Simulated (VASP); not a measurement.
# BN in VASP: notebook

The runs below take BN through G0W0 quasiparticle levels, with PBE.

All numbers are computed with VASP 6.6.1; they aren't measurements. Logs are shortened: lines on timing, memory, paths and dates and some standing lists are left out, and cuts for length are marked.

## (1) The cell of the first run

It takes space group Fm-3m (No. 225, cubic). The conventional cell has a = 3.492 Å, b = 3.492 Å, c = 3.492 Å, α = 90.00°, β = 90.00°, γ = 90.00°. Within 2.3 Å of B (site symmetry m-3m) lie 6 N at 1.75 Å. Within 2.3 Å of N (site symmetry m-3m) lie 6 B at 1.75 Å.

## (2) G0W0 quasiparticle levels, PBE

Contents of POSCAR:

```
BN
1.0
    0.0000000000      1.7458259515      1.7458259515
    1.7458259515      0.0000000000      1.7458259515
    1.7458259515      1.7458259515      0.0000000000
B N
1 1
Direct
    0.0000000000      0.0000000000      0.0000000000
    0.5000000000      0.5000000000      0.5000000000
```

Contents of INCAR.step1:

```
PREC = Accurate
ENCUT = 500
EDIFF = 1E-8
ISMEAR = 0
SIGMA = 0.01
LREAL = False
LASPH = True
NELM = 60
ALGO = Normal
LWAVE = True
LCHARG = False
GGA = PE
```

Contents of INCAR.step2:

```
PREC = Accurate
ENCUT = 500
EDIFF = 1E-8
ISMEAR = 0
SIGMA = 0.01
LREAL = False
LASPH = True
NELM = 1
ALGO = Exact
LWAVE = True
LCHARG = False
GGA = PE
NBANDS = 48
LOPTICS = True
ISTART = 1
```

Contents of INCAR.step3:

```
PREC = Accurate
ENCUT = 500
EDIFF = 1E-8
ISMEAR = 0
SIGMA = 0.01
LREAL = False
LASPH = True
ALGO = EVGW0
LWAVE = False
LCHARG = False
GGA = PE
NELMGW = 1
NBANDS = 48
ENCUTGW = 150.0
NOMEGA = 96
PRECFOCK = Fast
ISTART = 1
NBANDSGW = 12
OMEGAMAX = 20
```

Contents of KPOINTS:

```
regular mesh
0
Gamma
  8 8 8
```

Potentials or basis: VASP PAW PBE potentials, release 64 (B_GW, N_GW).

Command:

```console
$ cat potpaw_PBE.64/B_GW/POTCAR potpaw_PBE.64/N_GW/POTCAR > POTCAR
$ cp INCAR.step1 INCAR
$ mpirun -np 1 vasp_std > vasp.out
$ cp INCAR.step2 INCAR
$ mpirun -np 1 vasp_std > vasp.out
$ cp INCAR.step3 INCAR
$ mpirun -np 1 vasp_std > vasp.out
```

OUTCAR:

```text
PREC = Accurate
   ENCUT = 500
   EDIFF = 1E-8
   ISMEAR = 0
   LREAL = False
   LASPH = True
   GGA = PE
   NELMGW = 1
   ENCUTGW = 150.0
   PRECFOCK = Fast
   ISTART = 1

 ion  position               nearest neighbor table
   1  0.000  0.000  0.000-   2 1.75   2 1.75   2 1.75   2 1.75   2 1.75   2 1.75
   2  0.500  0.500  0.500-   1 1.75   1 1.75   1 1.75   1 1.75   1 1.75   1 1.75

  LATTYP: Found a face centered cubic cell.
 ALAT       =     3.4916519030

  Lattice vectors:

 A1 = (   0.0000000000,   1.7458259515,   1.7458259515)
 A2 = (   1.7458259515,   0.0000000000,   1.7458259515)
 A3 = (   1.7458259515,   1.7458259515,   0.0000000000)

Analysis of symmetry for initial positions (statically):
=====================================================================
 Subroutine PRICEL returns:
 Original cell was already a primitive cell.

 Routine SETGRP: Setting up the symmetry group for a
 face centered cubic supercell.

 Subroutine GETGRP returns: Found 48 space group operations
 (whereof 48 operations were pure point group operations)
 out of a pool of 48 trial point group operations.

The static configuration has the point symmetry O_h .

Analysis of symmetry for dynamics (positions and initial velocities):
=====================================================================
 Subroutine PRICEL returns:
 Original cell was already a primitive cell.

 Routine SETGRP: Setting up the symmetry group for a
 face centered cubic supercell.

 Subroutine GETGRP returns: Found 48 space group operations
 (whereof 48 operations were pure point group operations)
 out of a pool of 48 trial point group operations.

The dynamic configuration has the point symmetry O_h .

 Subroutine INISYM returns: Found 48 space group operations
 (whereof 48 operations are pure point group operations),
 and found     1 'primitive' translations

----------------------------------------------------------------------------------------

                                     Primitive cell

  volume of cell :      10.6422

  direct lattice vectors                    reciprocal lattice vectors
     0.000000000  1.745825952  1.745825952    -0.286397392  0.286397392  0.286397392
     1.745825952  0.000000000  1.745825952     0.286397392 -0.286397392  0.286397392
     1.745825952  1.745825952  0.000000000     0.286397392  0.286397392 -0.286397392

  length of vectors
     2.468970738  2.468970738  2.468970738     0.496054835  0.496054835  0.496054835

  position of ions in fractional coordinates (direct lattice)
     0.000000000  0.000000000  0.000000000
     0.500000000  0.500000000  0.500000000

  ion indices of the primitive-cell ions
   primitive index   ion index
                 1           1
                 2           2

----------------------------------------------------------------------------------------

 KPOINTS: regular mesh

Automatic generation of k-mesh.
 Grid dimensions read from file:
 generate k-points for:    8    8    8

 Generating k-lattice:

  Cartesian coordinates                     Fractional coordinates (reciprocal lattice)
    -0.035799674  0.035799674  0.035799674     0.125000000  0.000000000  0.000000000
     0.035799674 -0.035799674  0.035799674     0.000000000  0.125000000  0.000000000
     0.035799674  0.035799674 -0.035799674     0.000000000  0.000000000  0.125000000

  Length of vectors
     0.062006854  0.062006854  0.062006854

  Shift w.r.t. Gamma in fractional coordinates (k-lattice)
     0.000000000  0.000000000  0.000000000

 Subroutine IBZKPT returns following result:
 ===========================================

 Found     29 irreducible k-points:

 Following reciprocal coordinates:
            Coordinates               Weight
  0.000000  0.000000  0.000000      1.000000
  0.125000  0.000000  0.000000      8.000000
  0.250000  0.000000  0.000000      8.000000
  0.375000  0.000000  0.000000      8.000000
  0.500000  0.000000  0.000000      4.000000
  0.125000  0.125000  0.000000      6.000000
[... 16 lines left out ...]
  0.500000  0.250000  0.125000     48.000000
 -0.375000  0.250000  0.125000     24.000000
 [... further k-points ...]
   k-points           NKPTS =     29   k-points in BZ     NKDIM =    512   number of bands    NBANDS=     48
   number of dos      NEDOS =    301   number of ions     NIONS =      2
   total plane-waves  NPLWV =   5832
   dimension x,y,z NGX =    18 NGY =   18 NGZ =   18
   dimension x,y,z NGXF=    36 NGYF=   36 NGZF=   36
   ions per type =               1   1
   NGX,Y,Z   is equivalent  to a cutoff of  12.12, 12.12, 12.12 a.u.
   NGXF,Y,Z  is equivalent  to a cutoff of  24.24, 24.24, 24.24 a.u.
 SYSTEM =  unknown system
   PREC   = accura    normal or accurate (medium, high low for compatibility)
   ISTART =      1    job   : 0-new  1-cont  2-samecut
   ICHARG =      0    charge: 1-file 2-atom 10-const
   ISPIN  =      1    spin polarized calculation?
   LNONCOLLINEAR =      F non collinear calculations
   LSORBIT =      F    spin-orbit coupling
   LASPH  =      T    aspherical Exc in radial PAW
   ENCUT  =  500.0 eV  36.75 Ry    6.06 a.u.   4.50  4.50  4.50*2*pi/ulx,y,z
   NELM   =     60;   NELMIN=  2; NELMDL=  0     # of ELM steps
   EDIFF  = 0.1E-07   stopping-criterion for ELM
   LREAL  =      F    real-space projection
   EDIFFG = 0.1E-06   stopping-criterion for IOM
   NSW    =      0    number of steps for IOM
   IBRION =     -1    ionic relax: 0-MD 1-quasi-New 2-CG
   NFREE  =      0    steps in history (QN), initial steepest desc. (CG)
   ISIF   =      0    stress and relaxation
   ISYM   =      3    0-nonsym 1-usesym 2-fastsym
   POTIM  = 0.5000    time-step for ionic-motion
   TEBEG  =    0.0;   TEEND  =   0.0 temperature during run
   PSTRESS=    0.0 pullay stress
   NELECT =       8.0000    total number of electrons
   NUPDOWN=      -1.0000    fix difference up-down
   EMIN   =  10.00;   EMAX   =-10.00  energy-range for DOS
   EFERMI =   0.00;   METHOD = LEGACY
   ISMEAR =     0;   SIGMA  =   0.01  broadening in eV -4-tet -1-fermi 0-gaus
   EFERMI_NEDOS =   21; number of points for ismear=-14 and -15
   IALGO  =     38    algorithm
   IMIX   =      4    mixing-type and parameters
     AMIX     =   0.40;   BMIX     =  1.00
     AMIX_MAG =   1.60;   BMIX_MAG =  1.00
  volume/ion in A,a.u.               =       5.32        35.91
  Fermi-wavevector in a.u.,A,eV,Ry     =   1.488540  2.812933 30.147133  2.215752
  Thomas-Fermi vector in A             =   2.601562
   LORBIT       =      0    0 simple, 1 ext, 2 COOP (PROOUT), +10 PAW based schemes
   GGA     = PE    functional components
   LHFCALC =     T    Hartree Fock is set to
   PRECFOCK=fast      Normal, Fast or Accurate (Low or Medium for compatibility)
   ENCUT4O =  -1.0   cutoff for four orbital integrals eV
   NKREDX  =     1    reduce k-point grid by
   NKREDY  =     1    reduce k-point grid by
   NKREDZ  =     1    reduce k-point grid by
   AEXX    =    1.0000 exact exchange contribution
   HFSCREEN=    0.0000 screening length (either q_TF or 0.3 A-1)
   HFSCREENC=   0.0000 screening length for correlation (either q_TF or 0.3 A-1)
   ENCUTFOCK=  -1.0 apply spherical cutoff to Coloumb kernel
   IVDW    =     0    specifies the selected vdW correction
   LEPSILON=     F    determine dielectric tensor
   LRPA    =     F    only Hartree local field effects (RPA)
   LRPAFORCE           =     F    calculate RPA forces
   ENCUTGW             = 150.0    cutoff for response function in eV
   ENCUTGWSOFT         = 120.0    soft cutoff for Coulomb kernel in GW response function in eV
   ENCUTLF             =  -1.0    cutoff for local field effects
   NELMGW              =     1    number of iterations in solving QP/BSE equation
   NELMHF              =     1    number of iterations in the inner HF iteration
   NKREDLFX            =     1    NKREDLFY  =   1   NKREDLFZ  =   1
 non-spin polarized calculation
 Gauss-broadening in eV      SIGMA  =   0.01
  energy-cutoff  :      500.00
  volume of cell :       10.64
 maximum number of plane-waves:       290
 NGX is ok and might be reduce to    18
  NGX = 12; NGY = 12; NGZ = 12
   NGX =  9   NGY =  9   NGZ =  9
 maximum number of plane-waves:        59

 QP shifts <psi_nk| G(iteration)W_0 |psi_nk>: iteration 1
 for sc-GW calculations column KS-energies equals QP-energies in previous step
 and V_xc(KS)=  KS-energies - (<T + V_ion + V_H > + <T+V_H+V_ion>^1  + <V_x>^1)

 k-point   1 :       0.0000    0.0000    0.0000
  band No.  KS-energies  QP-energies   sigma(KS)   V_xc(KS)     V^pw_x(r,r')   Z            occupation Imag(sigma)

      1     -12.0372     -13.3481     -17.0817     -15.3640     -26.4592       0.7631       2.0000       1.8628
      2       9.5909       9.3134     -18.0041     -17.6553     -20.9561       0.7954       2.0000       0.0386
      3       9.5909       9.3134     -18.0041     -17.6553     -20.9561       0.7954       2.0000       0.0386
      4       9.5909       9.3134     -18.0041     -17.6553     -20.9561       0.7954       2.0000       0.0386
      5      19.6887      20.4608     -15.9667     -16.9679      -9.6215       0.7713       0.0000      -0.1300
      6      22.5543      23.5079     -13.5289     -14.7921      -5.6416       0.7549       0.0000      -0.2779
      7      22.5543      23.5079     -13.5289     -14.7921      -5.6416       0.7549       0.0000      -0.2779
      8      22.5543      23.5079     -13.5289     -14.7921      -5.6416       0.7549       0.0000      -0.2779
      9      29.0683      29.6499     -12.2099     -12.9125      -5.9671       0.8278       0.0000      -0.2775
     10      29.0683      29.6499     -12.2099     -12.9125      -5.9671       0.8278       0.0000      -0.2775
     11      29.0683      29.6499     -12.2099     -12.9125      -5.9671       0.8278       0.0000      -0.2775
     12      34.6749      34.9963     -10.5276     -10.9258      -3.0131       0.8069       0.0000      -0.4412

 k-point   2 :       0.1250    0.0000    0.0000
  band No.  KS-energies  QP-energies   sigma(KS)   V_xc(KS)     V^pw_x(r,r')   Z            occupation Imag(sigma)
[... 353 lines left out ...]
      1      -5.7534      -6.7074     -17.9542     -16.7122     -26.0894       0.7681       2.0000       1.0916
      2      -1.1017      -1.9505     -15.9025     -14.7878     -21.6463       0.7614       2.0000       0.4000
      3       4.9525       4.3967     -17.0459     -16.3287     -20.9299       0.7749       2.0000       0.0883
      4       6.9414       6.4902     -16.8422     -16.2711     -19.8112       0.7901       2.0000       0.0460
      5      16.6042      17.3598     -14.5561     -15.5064      -9.3173       0.7952       0.0000      -0.0605
      6      17.1588      17.9661     -13.0541     -14.0699      -7.1564       0.7948       0.0000      -0.0687
      7      22.0146      23.1317     -15.1437     -16.5899      -8.3312       0.7724       0.0000      -0.1625
      8      25.1858      26.2826     -15.7818     -17.2584      -7.5069       0.7428       0.0000      -0.4243
      9      31.4782      32.0441     -12.1013     -12.8074      -4.5179       0.8016       0.0000      -0.6089
     10      33.2559      33.8365     -12.1235     -12.8516      -4.1715       0.7974       0.0000      -0.8029
     11      43.1783      43.8986     -12.3589     -13.2381      -3.9787       0.8193       0.0000      -1.5200
     12      44.7568      45.7408     -12.1445     -13.3254      -4.0017       0.8333       0.0000      -1.4815

 [... further k-points ...]
```

It took 96 s on 1 thread of Intel Xeon 6975P-C (Granite Rapids), shared host; peak memory 0.39 GiB.

Results:

```yaml
Quasiparticle_gap: 1.81 eV
Least_direct_quasiparticle_gap: 6.80 eV
Band_gap_of_the_starting_levels_on_the_mesh: 1.33 eV
Least_direct_gap_of_the_starting_levels_on_the_mesh: 5.84 eV
```

Caveat: the k points lie up to 0.39 Å⁻¹ apart; bands, screening cutoff and mesh are small and nothing is extrapolated, so the quasiparticle values aren't converged; the structure was generated, so it needn't be the stable form of BN.

[end of part 1 of 2]
